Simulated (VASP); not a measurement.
Wanted: the native input for a VASP 6.6.1 run.

- Task: single point
- Functional: PBE
- Potentials or basis: VASP PAW PBE potentials, release 64 (Rh_pv)
- Cutoff: 520 eV
- k mesh: 22 × 22 × 22
- Occupations: gaussian, width 0.15 eV
- Spin: collinear spin, ferromagnetic start
- Starting moments: [0.875] μB
- Fixed moment: 0.875 μB
- Dipole correction: no
- Further INCAR settings: ALGO = Fast; EDIFF = 1e-06; NBANDS = 18

The structure of Rh lies in POSCAR:

```
Rh
1.0
    0.0000000000      1.8351625453      1.8351625453
    1.8351625453      0.0000000000      1.8351625453
    1.8351625453      1.8351625453      0.0000000000
Rh
1
Direct
    0.0000000000      0.0000000000      0.0000000000
```

One way to write it, as run:

INCAR

```
SYSTEM = Rh
ALGO = Fast ; EDIFF = 1E-6
ENCUT = 520 ; GGA = PE
ISIF = 2 ; ISMEAR = 0
ISPIN = 2 ; LASPH = .TRUE.
LCHARG = .FALSE. ; LMAXMIX = 4
LORBIT = 11 ; LREAL = .FALSE.
LWAVE = .FALSE. ; MAGMOM = 0.875
NBANDS = 18 ; NELM = 150
NUPDOWN = 0.875 ; PREC = Accurate
SIGMA = 0.15
```

KPOINTS

```
k-points
0
G
  22 22 22
  0 0 0
```

Potentials or basis: VASP PAW PBE potentials, release 64 (Rh_pv).

Run with:

```bash
$ cat potpaw_PBE.64/Rh_pv/POTCAR > POTCAR
$ mpirun -np 1 vasp_std > vasp.out
```

Results of the run:

| Item | Value |
| --- | --- |
| Pressure | 53.2 GPa |
| Net moment | 0.88 μB per cell |
| Site moments | Rh +0.86 μB |
| Valence electrons inside the program's atomic spheres | Rh 14.02 |

Caveat: the cell stands under pressure; the total moment is fixed, so each spin has its own Fermi level and the state may be an excited one.

It took 2.4 min on 1 thread of Intel(R) Xeon(R) Platinum 8375C CPU @ 2.90GHz (Ice Lake) (shared host), peak memory 0.22 GiB.
